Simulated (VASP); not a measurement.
# BeRu (P-6m2) in VASP: a series of runs

The runs below take BeRu through single point, with PBE.

Program: VASP 6.6.1. These are calculated values, not measurements. Logs are shortened: lines on timing, memory, paths and dates and some standing lists are left out, and cuts for length are marked.

### Step 1. The cell of the first run

The structure is hexagonal, space group P-6m2 (No. 187). The conventional cell has a = 2.448 Å, b = 2.448 Å, c = 3.718 Å, α = 90.00°, β = 90.00°, γ = 120.00°. Within 3.1 Å of Be (site symmetry -6m2) lie 6 Ru at 2.34 Å and 6 Be at 2.45 Å. Ru (site symmetry -6m2) has 6 Be at 2.34 Å and 6 Ru at 2.45 Å within 3.1 Å.

### Step 2. Single point, PBE (volume scaled by 0.94)

File INCAR:

```
PREC     = Accurate       # precision mode
ENCUT    = 520            # plane-wave cutoff, eV
EDIFF    = 1E-7           # SCF threshold, eV
ISMEAR   = -1             # smearing method
SIGMA    = 0.05           # smearing width, eV
LREAL    = F              # projectors in reciprocal space
LASPH    = T              # aspherical terms in the spheres
NELM     = 80             # most SCF steps
ALGO     = Normal         # electronic algorithm
ISIF     = 2              # what is computed and relaxed
LWAVE    = F              # write WAVECAR
LCHARG   = F              # write CHGCAR
GGA      = PE             # functional
NBANDS   = 15             # bands
```

File KPOINTS:

```
regular mesh
0
Gamma
  12 12 7
```

File POSCAR:

```
BeRu
1.0
    2.4483498762      0.0000000000      0.0000000000
   -1.2241749381      2.1203331853      0.0000000000
    0.0000000000      0.0000000000      3.7180368061
Be Ru
1 1
Direct
    0.0000000000      0.0000000000      0.5000000000
    0.6666666700      0.3333333300      0.0000000000
```

Potentials or basis: VASP PAW PBE potentials, release 64 (Be, Ru_pv).

Launch:

```sh
> cat potpaw_PBE.64/Be/POTCAR potpaw_PBE.64/Ru_pv/POTCAR > POTCAR
> mpirun -np 1 vasp_std > vasp.out
```

OUTCAR:

```text
PREC = Accurate
   ENCUT = 520
   EDIFF = 1E-7
   ISMEAR = -1
   LREAL = F
   LASPH = T
   NELM = 80
   ISIF = 2
   GGA = PE

 ion  position               nearest neighbor table
   1  0.000  0.000  0.500-   2 2.34   2 2.34   2 2.34   2 2.34   2 2.34   2 2.34
   2  0.667  0.333  0.000-   1 2.34   1 2.34   1 2.34   1 2.34   1 2.34   1 2.34

  LATTYP: Found a hexagonal cell.
 ALAT       =     2.4483498762
 C/A-ratio  =     1.5185888431

  Lattice vectors:

 A1 = (   2.4483498762,   0.0000000000,   0.0000000000)
 A2 = (  -1.2241749381,   2.1203331853,   0.0000000000)
 A3 = (   0.0000000000,   0.0000000000,   3.7180368061)

Analysis of symmetry for initial positions (statically):
=====================================================================
 Subroutine PRICEL returns:
 Original cell was already a primitive cell.

 Routine SETGRP: Setting up the symmetry group for a
 hexagonal supercell.

 Subroutine GETGRP returns: Found 12 space group operations
 (whereof 12 operations were pure point group operations)
 out of a pool of 24 trial point group operations.

The static configuration has the point symmetry D_3h.

Analysis of symmetry for dynamics (positions and initial velocities):
=====================================================================
 Subroutine PRICEL returns:
 Original cell was already a primitive cell.

 Routine SETGRP: Setting up the symmetry group for a
 hexagonal supercell.

 Subroutine GETGRP returns: Found 12 space group operations
 (whereof 12 operations were pure point group operations)
 out of a pool of 24 trial point group operations.

The dynamic configuration has the point symmetry D_3h.

 Subroutine INISYM returns: Found 12 space group operations
 (whereof 12 operations are pure point group operations),
 and found     1 'primitive' translations

----------------------------------------------------------------------------------------

                                     Primitive cell

  volume of cell :      19.3015

  direct lattice vectors                    reciprocal lattice vectors
     2.448349876  0.000000000  0.000000000     0.408438357  0.235811996  0.000000000
    -1.224174938  2.120333185  0.000000000     0.000000000  0.471623991  0.000000000
     0.000000000  0.000000000  3.718036806     0.000000000  0.000000000  0.268959145

  length of vectors
     2.448349876  2.448349872  3.718036806     0.471623991  0.471623991  0.268959145

  position of ions in fractional coordinates (direct lattice)
     0.000000000  0.000000000  0.500000000
     0.666666670  0.333333330  0.000000000

[... 87 lines left out ...]
   NELECT =      16.0000    total number of electrons
   NUPDOWN=      -1.0000    fix difference up-down
   EMIN   =  10.00;   EMAX   =-10.00  energy-range for DOS
   EFERMI =   0.00;   METHOD = LEGACY
   ISMEAR =    -1;   SIGMA  =   0.05  broadening in eV -4-tet -1-fermi 0-gaus
   EFERMI_NEDOS =   21; number of points for ismear=-14 and -15
   IALGO  =     38    algorithm
   IMIX   =      4    mixing-type and parameters
     AMIX     =   0.40;   BMIX     =  1.00
     AMIX_MAG =   1.60;   BMIX_MAG =  1.00
  volume/ion in A,a.u.               =       9.65        65.13
  Fermi-wavevector in a.u.,A,eV,Ry     =   1.537863  2.906140 32.178099  2.365024
  Thomas-Fermi vector in A             =   2.644312
   LORBIT       =      0    0 simple, 1 ext, 2 COOP (PROOUT), +10 PAW based schemes
   GGA     = PE    functional components
   LHFCALC =     F    Hartree Fock is set to
   AEXX    =    0.0000 exact exchange contribution
   IVDW    =     0    specifies the selected vdW correction
   LEPSILON=     F    determine dielectric tensor
   LRPA    =     F    only Hartree local field effects (RPA)
 non-spin polarized calculation
  energy-cutoff  :      520.00
  volume of cell :       19.30
 maximum number of plane-waves:       532
   NGX =  9   NGY =  9   NGZ = 13

 number of electron      15.9999994 magnetization

 Free energy of the ion-electron system (eV)
  ---------------------------------------------------
  ext. energy  EPLUGINS =         0.00000000
  ---------------------------------------------------
  free energy    TOTEN  =       -12.27957154 eV

  energy without entropy =      -12.26517539  energy(sigma->0) =      -12.27237346

 E-fermi :  11.9931     XC(G=0): -13.3153

 val. band max:       11.9878333351   @ k =   0.2500  -0.0000   0.4286
 cond. band min:      11.9943004121   @ k =   0.4167   0.0833   0.2857
 fundamental gap:      0.0064670770
 Fermi energy:        11.9930764650

 k-point     1 :       0.0000    0.0000    0.0000
  band No.  band energies     occupation
      1     -30.9195      2.00000
      2     -29.9742      2.00000
      3     -29.9742      2.00000
      4       2.3809      2.00000
      5       5.9785      2.00000
      6       9.4417      2.00000
      7       9.4417      2.00000
      8      11.3447      2.00000
      9      13.0938      0.00000
     10      13.0938      0.00000
     11      21.7411      0.00000
     12      22.8832      0.00000
     13      26.7233      0.00000
     14      26.7233      0.00000
[... 401 lines left out ...]
      2     -30.6845      2.00000
      3     -30.3058      2.00000
      4       5.0303      2.00000
      5       6.2320      2.00000
      6       7.3222      2.00000
      7      10.8202      2.00000
      8      12.0099      0.83345
      9      13.5330      0.00000
     10      16.3792      0.00000
     11      19.3541      0.00000
     12      22.8048      0.00000
     13      22.8820      0.00000
     14      23.5296      0.00000
     15      28.0190      0.00000

 [... further k-points ...]

------------------------ aborting loop because EDIFF is reached ----------------------------------------

  FORCE on cell =-STRESS in cart. coord.  units (eV):
  Direction    XX          YY          ZZ          XY          YZ          ZX
  --------------------------------------------------------------------------------------
  -------------------------------------------------------------------------------------
  Total        9.6229425      9.6229425      3.2329763      0.0000000      0.0000000      0.0000000
  in kB      798.7800314    798.7800277    268.3625032      0.0000000      0.0000000      0.0000000
  external PRESSURE =     621.9741874 kB  Pullay stress =       0.0000000 kB

 VOLUME and BASIS-vectors are now :
 -----------------------------------------------------------------------------
  energy-cutoff  :      520.00
  volume of cell :       19.30
      direct lattice vectors                 reciprocal lattice vectors
     2.448349876  0.000000000  0.000000000     0.408438357  0.235811996  0.000000000
    -1.224174938  2.120333185  0.000000000     0.000000000  0.471623991  0.000000000
     0.000000000  0.000000000  3.718036806     0.000000000  0.000000000  0.268959145

 POSITION                                       TOTAL-FORCE (eV/Angst)
 -----------------------------------------------------------------------------------
      0.00000      0.00000      1.85902         0.000000      0.000000      0.000000
      1.22417      0.70678      0.00000        -0.000000      0.000000      0.000000
 -----------------------------------------------------------------------------------
    total drift:                               -0.000009      0.000005      0.000000

  FREE ENERGIE OF THE ION-ELECTRON SYSTEM (eV)
  ---------------------------------------------------
  free  energy   TOTEN  =       -12.2795715363 eV

  energy  without entropy=      -12.2651753899  energy(sigma->0) =      -12.27237346
```

stdout:

```text
POSCAR found type information on POSCAR BeRu
 POSCAR found :  2 types and       2 ions
 scaLAPACK will be used
 LDA part: xc-table for (Slater+PW92), standard interpolation
 POSCAR, INCAR and KPOINTS ok, starting setup
 FFT: planning ... GRIDC
 FFT: planning ... GRID_SOFT
 FFT: planning ... GRID
 WAVECAR not read
 entering main loop
```

Run time: 9.9 s. Hardware: 1 thread of Intel Xeon 6975P-C (Granite Rapids), shared host; peak memory 0.14 GiB.

What came out:

- Free energy: -12.2796 eV
- Pressure: 62.2 GPa
- Band gap on the k mesh: zero (band 8 reaches 12.22 eV, above the bottom of band 9 at 11.76 eV)

Stress tensor (GPa, compression positive):
```
79.88  0.00  0.00
 0.00 79.88  0.00
 0.00  0.00 26.84
```

### Step 3. Single point, PBE (volume scaled by 0.96)

File INCAR:

```
ALGO = Fast
EDIFF = 1E-6
ENCUT = 520
GGA = PE
ISIF = 2
ISMEAR = -1
LASPH = T
LCHARG = T
LELF = T
LREAL = F
LVHAR = T
LWAVE = F
NBANDS = 15
NELM = 100
PREC = Accurate
SIGMA = 0.05
```

File KPOINTS:

```
k-points
0
Gamma
  12 12 7
```

File POSCAR:

```
BeRu
1.0
    2.4655923448      0.0000000000      0.0000000000
   -1.2327961724      2.1352656011      0.0000000000
    0.0000000000      0.0000000000      3.7442210266
Be Ru
1 1
Direct
    0.0000000000      0.0000000000      0.5000000000
    0.6666666700      0.3333333300      0.0000000000
```

Potentials or basis: VASP PAW PBE potentials, release 64 (Be, Ru_pv).

Launch:

```sh
> cat potpaw_PBE.64/Be/POTCAR potpaw_PBE.64/Ru_pv/POTCAR > POTCAR
> mpirun -np 1 vasp_std > vasp.out
```

OUTCAR:

```text
EDIFF = 1E-6
   ENCUT = 520
   GGA = PE
   ISIF = 2
   ISMEAR = -1
   LASPH = T
   LREAL = F
   NELM = 100
   PREC = Accurate

 ion  position               nearest neighbor table
   1  0.000  0.000  0.500-   2 2.35   2 2.35   2 2.35   2 2.35   2 2.35   2 2.35
   2  0.667  0.333  0.000-   1 2.35   1 2.35   1 2.35   1 2.35   1 2.35   1 2.35

  LATTYP: Found a hexagonal cell.
 ALAT       =     2.4655923448
 C/A-ratio  =     1.5185888432

[... 617 lines left out ...]
     15      27.4879      0.00000

 [... further k-points ...]

------------------------ aborting loop because EDIFF is reached ----------------------------------------

  FORCE on cell =-STRESS in cart. coord.  units (eV):
  Direction    XX          YY          ZZ          XY          YZ          ZX
  --------------------------------------------------------------------------------------
  -------------------------------------------------------------------------------------
  Total        8.4892798      8.4892798      2.5155963     -0.0000000      0.0000000      0.0000000
  in kB      689.9963225    689.9963194    204.4640128     -0.0000000      0.0000000      0.0000000
  external PRESSURE =     528.1522182 kB  Pullay stress =       0.0000000 kB

 VOLUME and BASIS-vectors are now :
 -----------------------------------------------------------------------------
  energy-cutoff  :      520.00
  volume of cell :       19.71
      direct lattice vectors                 reciprocal lattice vectors
     2.465592345  0.000000000  0.000000000     0.405582051  0.234162907  0.000000000
    -1.232796172  2.135265601  0.000000000     0.000000000  0.468325814  0.000000000
     0.000000000  0.000000000  3.744221027     0.000000000  0.000000000  0.267078250

 POSITION                                       TOTAL-FORCE (eV/Angst)
 -----------------------------------------------------------------------------------
      0.00000      0.00000      1.87211         0.000000     -0.000000      0.000000
      1.23280      0.71176      0.00000        -0.000000      0.000000      0.000000
 -----------------------------------------------------------------------------------
    total drift:                               -0.000010      0.000006      0.000000

  FREE ENERGIE OF THE ION-ELECTRON SYSTEM (eV)
  ---------------------------------------------------
  free  energy   TOTEN  =       -12.4271363323 eV

  energy  without entropy=      -12.4123836434  energy(sigma->0) =      -12.41975999
```

Run time: 8.8 s. Hardware: 1 thread of Intel Xeon 6975P-C (Granite Rapids), shared host; peak memory 0.14 GiB.

Results:

| Quantity | Value |
| --- | --- |
| Free energy | -12.4271 eV |
| Pressure | 52.8 GPa |
| Band gap on the k mesh | zero (band 8 reaches 11.88 eV, above the bottom of band 9 at 11.43 eV) |

Levels at points of the mesh, in eV from the Fermi level:
| k point | band 6 | band 7 | band 8 | band 9 | band 10 | band 11 |
| --- | --- | --- | --- | --- | --- | --- |
| (0.00, 0.00, 0.00) | -2.47 | -2.47 | -0.63 | 1.06 | 1.06 | 9.52 |
| (0.50, 0.00, 0.00) | -4.54 | -0.90 | -0.17 | 3.46 | 5.76 | 7.53 |

[end of part 1 of 3]
